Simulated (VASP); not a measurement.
# Ir (Fm-3m) in VASP: a series of runs

Runs on Ir. Level: LDA. Tasks: single point.

All numbers are computed with VASP 6.6.1; they aren't measurements. Logs are shortened: lines on timing, memory, paths and dates and some standing lists are left out, and cuts for length are marked.

**1. The cell of the first run**

Symmetry: Fm-3m, No. 225, cubic system. Conventional cell: a = 3.812 Å, b = 3.812 Å, c = 3.812 Å, α = 90.00°, β = 90.00°, γ = 90.00°. Within 3.6 Å of Ir (site symmetry m-3m) lie 12 Ir at 2.70 Å.

**2. Single point, LDA**

Input file INCAR:

```
SYSTEM = Ir
ALGO     = Normal         ! electronic algorithm
EDIFF    = 1E-6           ! SCF threshold, eV
ENCUT    = 560            ! plane-wave cutoff, eV
GGA      = CA             ! functional
GGA_COMPAT= .False.      
ISIF     = 2              ! what is computed and relaxed
ISMEAR   = -1             ! smearing method
LASPH    = .True.         ! aspherical terms in the spheres
LCHARG   = .False.        ! write CHGCAR
LREAL    = .False.        ! projectors in reciprocal space
LWAVE    = .False.        ! write WAVECAR
NBANDS   = 14             ! bands
NELM     = 120            ! most SCF steps
PREC     = Accurate       ! precision mode
SIGMA    = 0.1            ! smearing width, eV
```

Input file KPOINTS:

```
k-points
0
Gamma
  14 14 14
  0 0 0
```

Input file POSCAR:

```
Ir
1.0
    0.0000000000      1.9060927672      1.9060927672
    1.9060927672      0.0000000000      1.9060927672
    1.9060927672      1.9060927672      0.0000000000
Ir
1
Direct
    0.0000000000      0.0000000000      0.0000000000
```

Potentials or basis: VASP PAW LDA potentials, release 64 (Ir_sv_GW).

Started as:

```
$ cat potpaw_LDA.64/Ir_sv_GW/POTCAR > POTCAR
$ mpirun -np 1 vasp_std > vasp.out
```

OUTCAR:

```text
SYSTEM = Ir
   EDIFF = 1E-6
   ENCUT = 560
   GGA = CA
   ISIF = 2
   ISMEAR = -1
   LASPH = .True.
   LREAL = .False.
   NELM = 120
   PREC = Accurate

 ion  position               nearest neighbor table
   1  0.000  0.000  0.000-

  LATTYP: Found a face centered cubic cell.
 ALAT       =     3.8121855344

  Lattice vectors:

 A1 = (   0.0000000000,   1.9060927672,   1.9060927672)
 A2 = (   1.9060927672,   0.0000000000,   1.9060927672)
 A3 = (   1.9060927672,   1.9060927672,   0.0000000000)

Analysis of symmetry for initial positions (statically):
=====================================================================
 Subroutine PRICEL returns:
 Original cell was already a primitive cell.

 Routine SETGRP: Setting up the symmetry group for a
 face centered cubic supercell.

 Subroutine GETGRP returns: Found 48 space group operations
 (whereof 48 operations were pure point group operations)
 out of a pool of 48 trial point group operations.

The static configuration has the point symmetry O_h .

Analysis of symmetry for dynamics (positions and initial velocities):
=====================================================================
 Subroutine PRICEL returns:
 Original cell was already a primitive cell.

 Routine SETGRP: Setting up the symmetry group for a
 face centered cubic supercell.

 Subroutine GETGRP returns: Found 48 space group operations
 (whereof 48 operations were pure point group operations)
 out of a pool of 48 trial point group operations.

The dynamic configuration has the point symmetry O_h .

 Subroutine INISYM returns: Found 48 space group operations
 (whereof 48 operations are pure point group operations),
 and found     1 'primitive' translations

----------------------------------------------------------------------------------------

                                     Primitive cell

  volume of cell :      13.8504

  direct lattice vectors                    reciprocal lattice vectors
     0.000000000  1.906092767  1.906092767    -0.262316719  0.262316719  0.262316719
     1.906092767  0.000000000  1.906092767     0.262316719 -0.262316719  0.262316719
     1.906092767  1.906092767  0.000000000     0.262316719  0.262316719 -0.262316719

  length of vectors
     2.695622243  2.695622243  2.695622243     0.454345884  0.454345884  0.454345884

  position of ions in fractional coordinates (direct lattice)
     0.000000000  0.000000000  0.000000000

[... 81 lines left out ...]
   ISIF   =      2    stress and relaxation
   ISYM   =      2    0-nonsym 1-usesym 2-fastsym
   POTIM  = 0.5000    time-step for ionic-motion
   TEBEG  =    0.0;   TEEND  =   0.0 temperature during run
   PSTRESS=    0.0 pullay stress
   NELECT =      17.0000    total number of electrons
   NUPDOWN=      -1.0000    fix difference up-down
   EMIN   =  10.00;   EMAX   =-10.00  energy-range for DOS
   EFERMI =   0.00;   METHOD = LEGACY
   ISMEAR =    -1;   SIGMA  =   0.10  broadening in eV -4-tet -1-fermi 0-gaus
   EFERMI_NEDOS =   21; number of points for ismear=-14 and -15
   IALGO  =     38    algorithm
   IMIX   =      4    mixing-type and parameters
     AMIX     =   0.40;   BMIX     =  1.00
     AMIX_MAG =   1.60;   BMIX_MAG =  1.00
  volume/ion in A,a.u.               =      13.85        93.47
  Fermi-wavevector in a.u.,A,eV,Ry     =   1.752819  3.312348 41.802199  3.072375
  Thomas-Fermi vector in A             =   2.823075
   LORBIT       =      0    0 simple, 1 ext, 2 COOP (PROOUT), +10 PAW based schemes
   GGA     = CA    functional components
   LHFCALC =     F    Hartree Fock is set to
   AEXX    =    0.0000 exact exchange contribution
   IVDW    =     0    specifies the selected vdW correction
   LEPSILON=     F    determine dielectric tensor
   LRPA    =     F    only Hartree local field effects (RPA)
 non-spin polarized calculation
  energy-cutoff  :      560.00
  volume of cell :       13.85
 maximum number of plane-waves:       444
 NGX is ok and might be reduce to    24
   NGX = 11   NGY = 11   NGZ = 11

 number of electron      17.0000000 magnetization

 Free energy of the ion-electron system (eV)
  ---------------------------------------------------
  ext. energy  EPLUGINS =         0.00000000
  ---------------------------------------------------
  free energy    TOTEN  =       -10.91442721 eV

  energy without entropy =      -10.88062284  energy(sigma->0) =      -10.89752502

 E-fermi :  12.9939     XC(G=0): -14.9202

 val. band max:       12.9884378268   @ k =   0.5000   0.4286   0.0000
 cond. band min:      13.0308193408   @ k =  -0.3571   0.2857   0.0000
 fundamental gap:      0.0423815140
 Fermi energy:        12.9938563226

 k-point     1 :       0.0000    0.0000    0.0000
  band No.  band energies     occupation
      1     -79.5286      2.00000
      2     -36.1696      2.00000
      3     -36.1696      2.00000
      4     -36.1696      2.00000
      5       1.7624      2.00000
      6       9.0404      2.00000
      7       9.0404      2.00000
      8       9.0404      2.00000
      9      11.8529      1.99998
     10      11.8529      1.99998
     11      26.6600      0.00000
     12      32.2510      0.00000
     13      32.2510      0.00000
     14      32.2510      0.00000
[... 377 lines left out ...]
      1     -79.4848      2.00000
      2     -36.6039      2.00000
      3     -36.2911      2.00000
      4     -36.2814      2.00000
      5       4.5635      2.00000
      6       7.6538      2.00000
      7       9.4258      2.00000
      8      10.1954      2.00000
      9      11.5915      2.00000
     10      12.8267      1.68365
     11      27.8829      0.00000
     12      30.5832      0.00000
     13      33.0304      0.00000
     14      33.7641      0.00000

 [... further k-points ...]

------------------------ aborting loop because EDIFF is reached ----------------------------------------

  FORCE on cell =-STRESS in cart. coord.  units (eV):
  Direction    XX          YY          ZZ          XY          YZ          ZX
  --------------------------------------------------------------------------------------
  -------------------------------------------------------------------------------------
  Total       -0.0273690     -0.0273690     -0.0273690      0.0000000      0.0000000      0.0000000
  in kB       -3.1659704     -3.1659704     -3.1659704      0.0000000      0.0000000      0.0000000
  external PRESSURE =      -3.1659704 kB  Pullay stress =       0.0000000 kB

 VOLUME and BASIS-vectors are now :
 -----------------------------------------------------------------------------
  energy-cutoff  :      560.00
  volume of cell :       13.85
      direct lattice vectors                 reciprocal lattice vectors
     0.000000000  1.906092767  1.906092767    -0.262316719  0.262316719  0.262316719
     1.906092767  0.000000000  1.906092767     0.262316719 -0.262316719  0.262316719
     1.906092767  1.906092767  0.000000000     0.262316719  0.262316719 -0.262316719

 POSITION                                       TOTAL-FORCE (eV/Angst)
 -----------------------------------------------------------------------------------
      0.00000      0.00000      0.00000         0.000000     -0.000000      0.000000
 -----------------------------------------------------------------------------------
    total drift:                                0.000000     -0.000000     -0.000000

  FREE ENERGIE OF THE ION-ELECTRON SYSTEM (eV)
  ---------------------------------------------------
  free  energy   TOTEN  =       -10.9144272051 eV

  energy  without entropy=      -10.8806228356  energy(sigma->0) =      -10.89752502
```

OSZICAR:

```text
N       E                     dE             d eps       ncg     rms          rms(c)
DAV:   1     0.116579603721E+03    0.11658E+03   -0.11993E+04  2976   0.134E+03
DAV:   2    -0.104374364301E+02   -0.12702E+03   -0.12191E+03  3710   0.407E+02
DAV:   3    -0.121226851698E+02   -0.16852E+01   -0.16802E+01  3164   0.443E+01
DAV:   4    -0.121252161696E+02   -0.25310E-02   -0.25309E-02  3512   0.211E+00
DAV:   5    -0.121252212776E+02   -0.51080E-05   -0.51075E-05  3134   0.898E-02    0.717E+01
DAV:   6    -0.110217373295E+02    0.11035E+01   -0.14558E+00  3008   0.127E+01    0.387E+01
DAV:   7    -0.109326464514E+02    0.89091E-01   -0.40756E-01  3308   0.623E+00    0.738E+00
DAV:   8    -0.109146231328E+02    0.18023E-01   -0.65424E-02  2942   0.319E+00    0.704E-01
DAV:   9    -0.109145657001E+02    0.57433E-04   -0.73507E-04  3224   0.330E-01    0.317E-01
DAV:  10    -0.109144295245E+02    0.13618E-03   -0.25177E-04  3182   0.230E-01    0.240E-01
DAV:  11    -0.109144272642E+02    0.22604E-05   -0.57157E-06  3314   0.316E-02    0.531E-02
DAV:  12    -0.109144272051E+02    0.59041E-07   -0.18042E-07  1582   0.473E-03
   1 F= -.10914427E+02 E0= -.10897525E+02  d E =-.338044E-01
```

Run time: 13 s. Hardware: 1 thread of Intel Xeon Platinum 8488C (Sapphire Rapids), shared host; peak memory 0.15 GiB.

What came out:

| Property | Result |
| --- | --- |
| Free energy | -10.9144 eV |
| Pressure | -0.3 GPa |
| Band gap on the k mesh | zero (an odd number of electrons rules out a gap without spin polarisation) |

Caveat: spin-orbit coupling is left out, which moves the levels of the heavy elements.

**3. Single point, LDA**

Input file INCAR:

```
ALGO = Normal ; EDIFF = 1E-6
ENCUT = 560 ; GGA = CA
GGA_COMPAT = False ; ISIF = 2
ISMEAR = -1 ; LASPH = True
LCHARG = False ; LREAL = False
LWAVE = False ; NBANDS = 14
NELM = 120 ; PREC = Accurate
SIGMA = 0.3
```

Input file KPOINTS:

```
k-points
0
Gamma
  14 14 14
```

POSCAR is that of step 2.

Potentials or basis: VASP PAW LDA potentials, release 64 (Ir_sv_GW).

Started as:

```
$ cat potpaw_LDA.64/Ir_sv_GW/POTCAR > POTCAR
$ mpirun -np 1 vasp_std > vasp.out
```

OUTCAR:

```text
EDIFF = 1E-6
   ENCUT = 560
   GGA = CA
   ISIF = 2
   ISMEAR = -1
   LASPH = True
   LREAL = False
   NELM = 120
   PREC = Accurate

 ion  position               nearest neighbor table
   1  0.000  0.000  0.000-

  LATTYP: Found a face centered cubic cell.
 ALAT       =     3.8121855344

  Lattice vectors:

 A1 = (   0.0000000000,   1.9060927672,   1.9060927672)
 A2 = (   1.9060927672,   0.0000000000,   1.9060927672)
 A3 = (   1.9060927672,   1.9060927672,   0.0000000000)

[... 584 lines left out ...]
     13      33.0320      0.00000
     14      33.7655      0.00000

 [... further k-points ...]

------------------------ aborting loop because EDIFF is reached ----------------------------------------

  FORCE on cell =-STRESS in cart. coord.  units (eV):
  Direction    XX          YY          ZZ          XY          YZ          ZX
  --------------------------------------------------------------------------------------
  -------------------------------------------------------------------------------------
  Total        0.1883996      0.1883996      0.1883996      0.0000000      0.0000000     -0.0000000
  in kB       21.7935796     21.7935796     21.7935796      0.0000000      0.0000000     -0.0000000
  external PRESSURE =      21.7935796 kB  Pullay stress =       0.0000000 kB

 VOLUME and BASIS-vectors are now :
 -----------------------------------------------------------------------------
  energy-cutoff  :      560.00
  volume of cell :       13.85
      direct lattice vectors                 reciprocal lattice vectors
     0.000000000  1.906092767  1.906092767    -0.262316719  0.262316719  0.262316719
     1.906092767  0.000000000  1.906092767     0.262316719 -0.262316719  0.262316719
     1.906092767  1.906092767  0.000000000     0.262316719  0.262316719 -0.262316719

 POSITION                                       TOTAL-FORCE (eV/Angst)
 -----------------------------------------------------------------------------------
      0.00000      0.00000      0.00000         0.000000      0.000000      0.000000
 -----------------------------------------------------------------------------------
    total drift:                                0.000000      0.000000     -0.000000

  FREE ENERGIE OF THE ION-ELECTRON SYSTEM (eV)
  ---------------------------------------------------
  free  energy   TOTEN  =       -11.0414749368 eV

  energy  without entropy=      -10.7569460301  energy(sigma->0) =      -10.89921048
```

OSZICAR:

```text
N       E                     dE             d eps       ncg     rms          rms(c)
DAV:   1     0.116516483166E+03    0.11652E+03   -0.11993E+04  2976   0.134E+03
DAV:   2    -0.105477163566E+02   -0.12706E+03   -0.12192E+03  3710   0.407E+02
DAV:   3    -0.122288352256E+02   -0.16811E+01   -0.16760E+01  3164   0.443E+01
DAV:   4    -0.122313697768E+02   -0.25346E-02   -0.25345E-02  3512   0.212E+00
DAV:   5    -0.122313748857E+02   -0.51090E-05   -0.51096E-05  3134   0.898E-02    0.717E+01
DAV:   6    -0.111466794087E+02    0.10847E+01   -0.14328E+00  3008   0.126E+01    0.388E+01
DAV:   7    -0.110594276118E+02    0.87252E-01   -0.39942E-01  3308   0.617E+00    0.736E+00
DAV:   8    -0.110416716693E+02    0.17756E-01   -0.64165E-02  2942   0.316E+00    0.669E-01
DAV:   9    -0.110416108274E+02    0.60842E-04   -0.72358E-04  3230   0.326E-01    0.322E-01
DAV:  10    -0.110414772642E+02    0.13356E-03   -0.24663E-04  3158   0.228E-01    0.240E-01
DAV:  11    -0.110414750030E+02    0.22612E-05   -0.56042E-06  3326   0.313E-02    0.542E-02
DAV:  12    -0.110414749368E+02    0.66200E-07   -0.18449E-07  1576   0.480E-03
   1 F= -.11041475E+02 E0= -.10899210E+02  d E =-.284529E+00
```

stdout:

```text
POSCAR found type information on POSCAR Ir
 POSCAR found :  1 types and       1 ions
 scaLAPACK will be used
 LDA part: xc-table for (Slater(with rela. corr.)+CA(PZ))
 , standard interpolation
 POSCAR, INCAR and KPOINTS ok, starting setup
 FFT: planning ... GRIDC
 FFT: planning ... GRID_SOFT
 FFT: planning ... GRID
 WAVECAR not read
 entering main loop
```

Run time: 12 s. Hardware: 1 thread of Intel Xeon Platinum 8488C (Sapphire Rapids), shared host; peak memory 0.15 GiB.

Results:

```yaml
Free_energy: -11.0415 eV
Pressure: 2.2 GPa
Band_gap_on_the_k_mesh: zero (an odd number of electrons rules out a gap without spin polarisation)
```

Caveat: so wide a smearing shifts energies and pressures; spin-orbit coupling is left out, which moves the levels of the heavy elements.

The gap in the log of VASP goes by the Fermi energy; the results here count the filled bands.